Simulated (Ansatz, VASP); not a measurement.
**Pb in VASP and in Ansatz**

```
CELL_PARAMETERS angstrom
0.00000 2.37101 2.66738
2.37101 0.00000 2.66738
2.37101 2.37101 0.00000
ATOMIC_POSITIONS crystal
Pb 0.00000 0.00000 0.00000
```

Change from the starting cell: strain -0.040 along x and y, +0.080 along z, atoms carried along.

Alike in both runs: task single point; functional PBEsol; k mesh 16 × 16 × 16; occupations gaussian, width 0.15 eV; no spin polarisation.

|  | VASP | Ansatz |
| --- | --- | --- |
| version | VASP 6.6.1 | Ansatz 0.2.0 |
| potentials or method | VASP PAW PBE potentials, release 64 (Pb_d), cutoff 520 eV | scalar-relativistic, plane waves, PAW |
| valence electrons in the cell | 14 | 14 |

Ansatz gave:

```
gap on the k mesh at the Fermi level (eV)                     : none
pressure (GPa)                                                : 0.3
traceless stress, the component that is largest in VASP (GPa) : -1.46
```

Which values does VASP return?

gap on the k mesh at the Fermi level (eV): none; pressure (GPa): 0.2; traceless stress, the component that is largest in VASP (GPa): -1.46.

VASP's potentials were made for PBE, not for PBEsol. A gap of «none» marks a metal or a gap that the smearing closes.

Spin-orbit coupling is off throughout.
